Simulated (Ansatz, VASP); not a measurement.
Two plane-wave programs on VBiO4

The input INCAR:

```
PREC = Accurate ; ENCUT = 600
EDIFF = 1E-6 ; ISMEAR = 0
SIGMA = 0.1 ; LREAL = False
LASPH = True ; NELM = 60
ALGO = Normal ; ISIF = 3
LWAVE = False ; LCHARG = False
GGA = PE ; IBRION = 2
NSW = 90 ; EDIFFG = -0.04
```

Contents of KPOINTS:

```
regular mesh
0
Gamma
  4 4 4
```

File POSCAR:

```
VBiO4
1.0
   -3.6515000000      3.6515000000      3.2920000000
    3.6515000000     -3.6515000000      3.2920000000
    3.6515000000      3.6515000000     -3.2920000000
V Bi O
2 2 8
Direct
    0.5000000000      0.5000000000      0.0000000000
    0.2500000000      0.7500000000      0.5000000000
    0.7500000000      0.2500000000      0.5000000000
    0.0000000000      0.0000000000      0.0000000000
    0.1550000000      0.3330000000      0.8220000000
    0.0830000000      0.7610000000      0.6780000000
    0.5110000000      0.3330000000      0.1780000000
    0.0830000000      0.4050000000      0.3220000000
    0.5950000000      0.9170000000      0.6780000000
    0.6670000000      0.8450000000      0.1780000000
    0.2390000000      0.9170000000      0.3220000000
    0.6670000000      0.4890000000      0.8220000000
```

Input for Ansatz:

```yaml
crystal:
  lattice:
    - [-3.6515, 3.6515, 3.292]
    - [3.6515, -3.6515, 3.292]
    - [3.6515, 3.6515, -3.292]
  atoms:
    - { symbol: V, position: [0.5, 0.5, 0.0] }
    - { symbol: V, position: [0.25, 0.75, 0.5] }
    - { symbol: Bi, position: [0.75, 0.25, 0.5] }
    - { symbol: Bi, position: [0.0, 0.0, 0.0] }
    - { symbol: O, position: [0.155, 0.333, 0.822] }
    - { symbol: O, position: [0.083, 0.761, 0.678] }
    - { symbol: O, position: [0.511, 0.333, 0.178] }
    - { symbol: O, position: [0.083, 0.405, 0.322] }
    - { symbol: O, position: [0.595, 0.917, 0.678] }
    - { symbol: O, position: [0.667, 0.845, 0.178] }
    - { symbol: O, position: [0.239, 0.917, 0.322] }
    - { symbol: O, position: [0.667, 0.489, 0.822] }
basis:
  ecutwfc: 420
kpoints:
  mp_grid: { grid: [4, 4, 4] }
hamiltonian:
  xc: pbe
scf:
  occupations: { method: gaussian, width: 0.1 }
  lower_state_search: "off"
output:
  forces: true
  stress: true
  eigenvalues: true
relax:
  adjacent_minimum: "off"
  f_tol: 0.04
  max_steps: 70
  cell: { stress_tol: 0.4 }
```

Alike in both runs: task relaxation of cell and atoms; functional PBE; k mesh 4 × 4 × 4; occupations gaussian, width 0.1 eV; no spin polarisation.

|  | VASP | Ansatz |
| --- | --- | --- |
| version | VASP 6.6.1 | Ansatz 0.2.0 |
| potentials or method | VASP PAW PBE potentials, release 64 (V_sv, Bi_d, O), cutoff 600 eV | scalar-relativistic, plane waves, PAW |
| valence electrons in the cell | 104 | 104 |

Ansatz gave:

| Quantity | Value |
| --- | --- |
| gap on the k mesh at the Fermi level, each at its own relaxed structure (eV) | 2.87 |
| relaxed volume (Å³/atom) | 14.75 |
| relaxed length of the cell vector where the two differ most in proportion (Å) | 6.150 |

Question: What did VASP give for the same quantities?

Answer: gap on the k mesh at the Fermi level, each at its own relaxed structure (eV): 2.83; relaxed volume (Å³/atom): 14.72; relaxed length of the cell vector where the two differ most in proportion (Å): 6.144.

Neither program's run includes spin-orbit coupling.
